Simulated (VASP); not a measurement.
Crystal: CuO.

```
CELL_PARAMETERS angstrom
0.00000 2.13058 2.13058
2.13058 0.00000 2.13058
2.13058 2.13058 0.00000
ATOMIC_POSITIONS crystal
Cu 0.02950 0.02810 0.90803
O 0.47050 0.47190 0.59197
```

Base run:

- Program: VASP 6.6.1
- Functional: RPBE
- Potentials or basis: VASP PAW PBE potentials, release 64 (Cu, O)
- Cutoff: 520 eV
- k mesh: 11 × 11 × 11
- Occupations: fermi-dirac, width 0.05 eV
- Spin: no spin polarisation

Its results: band gap on the k mesh zero (an odd number of electrons rules out a gap without spin polarisation); pressure 20.5 GPa; largest force 0.981 eV/Å.

After a change of settings the same cell gave: band gap on the k mesh zero (an odd number of electrons rules out a gap without spin polarisation); pressure 14.7 GPa; largest force 0.878 eV/Å. Which change was it?
A. functional from RPBE to BLYP
B. functional from RPBE to PBE; further incar settings from ALGO = Normal; EDIFF = 1e-07; NBANDS = 16 to ALGO = Normal; EDIFF = 1e-06; NBANDS = 16
C. functional from RPBE to PBEsol

B.

Caveats: the cell stands under pressure; an odd number of electrons without spin polarisation forces a metal; a magnetic or distorted state may lie lower; semilocal functionals often make such compounds metallic where correlation or magnetic order opens a gap, which also shifts bond lengths; the PAW data sets were made with another functional, which shifts forces and pressure a little (at least some runs).
